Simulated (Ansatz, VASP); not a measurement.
# Mg: VASP beside Ansatz

File INCAR:

```
SYSTEM = Mg
ALGO     = Normal         ! electronic algorithm
EDIFF    = 1E-7           ! SCF threshold, eV
ENCUT    = 520            ! plane-wave cutoff, eV
GGA      = RE             ! functional
ISIF     = 2              ! what is computed and relaxed
ISMEAR   = -1             ! smearing method
LASPH    = .TRUE.         ! aspherical terms in the spheres
LCHARG   = .TRUE.         ! write CHGCAR
LELF     = .TRUE.         ! ELF
LREAL    = .FALSE.        ! projectors in reciprocal space
LVHAR    = .TRUE.       
LWAVE    = .FALSE.        ! write WAVECAR
NBANDS   = 7              ! bands
NELM     = 80             ! most SCF steps
PREC     = Accurate       ! precision mode
SIGMA    = 0.1            ! smearing width, eV
```

The input KPOINTS:

```
k-points
0
G
  14 14 14
  0 0 0
```

Contents of POSCAR:

```
Mg
1.0
   -1.8751683830      1.8751683830      1.8751683830
    1.8751683830     -1.8751683830      1.8751683830
    1.8751683830      1.8751683830     -1.8751683830
Mg
1
Direct
    0.0000000000      0.0000000000      0.0000000000
```

Input for Ansatz:

```yaml
crystal:
  lattice:
    - [-1.875168383, 1.875168383, 1.875168383]
    - [1.875168383, -1.875168383, 1.875168383]
    - [1.875168383, 1.875168383, -1.875168383]
  atoms:
    - { symbol: Mg, position: [0.0, 0.0, 0.0] }
hamiltonian:
  xc: revpbe
  pseudopotentials:
    kind: paw
    azcp:
      Mg: "pseudopotentials/Mg.paw.azcp"
basis:
  ecutwfc: 420
  fft_grid_basis: typed
kpoints:
  mp_grid: { grid: [14, 14, 14], shift: [0, 0, 0] }
magnetization:
  spin_polarized: false
scf:
  occupations: { method: fermi_dirac, width: 0.1 }
  lower_state_search: "off"
output:
  stress: true
```

Alike in both runs: task single point; functional revPBE; k mesh 14 × 14 × 14; occupations fermi-dirac, width 0.1 eV; no spin polarisation.

|  | VASP | Ansatz |
| --- | --- | --- |
| version | VASP 6.6.1 | Ansatz 0.2.0 |
| potentials or method | VASP PAW PBE potentials, release 64 (Mg), cutoff 520 eV | plane waves (420 eV) with PAW, scalar-relativistic |
| valence electrons in the cell | 2 | 10 |

Ansatz gave:

| Quantity | Value |
| --- | --- |
| pressure (GPa) | -3.0 |

Problem. Which values does VASP return?

Solution. Pressure (GPa): -3.2.

VASP's potentials were made for PBE, not for revPBE. The functional is the same, so the differences come from potentials, cutoffs and numerics. VASP's potentials hold 2 valence electrons a cell and Ansatz's 10, so a difference there can come from the potentials and not from the codes.
